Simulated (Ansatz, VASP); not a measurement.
Two plane-wave programs on MgO

Contents of INCAR:

```
PREC = Accurate
ENCUT = 840
EDIFF = 1E-7
ISMEAR = 0
SIGMA = 0.02
LREAL = False
LASPH = True
NELM = 120
ALGO = Normal
ISIF = 3
LWAVE = False
LCHARG = False
IBRION = 2
NSW = 100
EDIFFG = -0.002
GGA_COMPAT = False
NELMIN = 4
```

File KPOINTS:

```
Automatic mesh
0
Gamma
  10 10 10
```

Contents of POSCAR:

```
MgO
1.0
    0.0000000000      2.0816499862      2.0816499862
    2.0816499862      0.0000000000      2.0816499862
    2.0816499862      2.0816499862      0.0000000000
Mg O
1 1
Direct
    0.0000000000      0.0000000000      0.0000000000
    0.5000000000      0.5000000000      0.5000000000
```

Input for Ansatz:

```yaml
crystal:
  lattice:
    - [0.0, 2.0816499862, 2.0816499862]
    - [2.0816499862, 0.0, 2.0816499862]
    - [2.0816499862, 2.0816499862, 0.0]
  atoms:
    - { symbol: Mg, position: [0.0, 0.0, 0.0] }
    - { symbol: O, position: [0.5, 0.5, 0.5] }
basis:
  ecutwfc: 420
kpoints:
  mp_grid: { grid: [10, 10, 10] }
hamiltonian:
  xc: lda
  pseudopotentials: { kind: paw, azcp: { folder: soft_1 } }
scf:
  occupations: { method: gaussian, width: 0.02 }
output:
  forces: true
  stress: true
  eigenvalues: true
relax:
  adjacent_minimum: "off"
  f_tol: 0.002
  max_steps: 80
  cell: { stress_tol: 0.02 }
```

Alike in both runs: task relaxation of cell and atoms; functional LDA; k mesh 10 × 10 × 10; occupations gaussian, width 0.02 eV; no spin polarisation.

|  | VASP | Ansatz |
| --- | --- | --- |
| version | VASP 6.6.1 | Ansatz 0.2.0 |
| potentials or method | VASP PAW LDA potentials, release 64 (Mg_sv, O), cutoff 840 eV | scalar-relativistic, plane waves, PAW |
| valence electrons in the cell | 16 | 16 |

```tsv
	VASP	Ansatz	Ansatz less VASP
gap on the k mesh at the Fermi level, each at its own relaxed structure (eV)	5.01	5.03	+0.022
relaxed volume (Å³/atom)	9.03	9.00	-0.025
relaxed length of the cell vector where the two differ most in proportion (Å)	2.945	2.942	-0.0027
```

Ansatz warns that its potentials were made for another functional, while VASP's fit it. LDA's correlation is that of Perdew and Zunger in VASP and of Perdew and Wang (1992) in Ansatz.
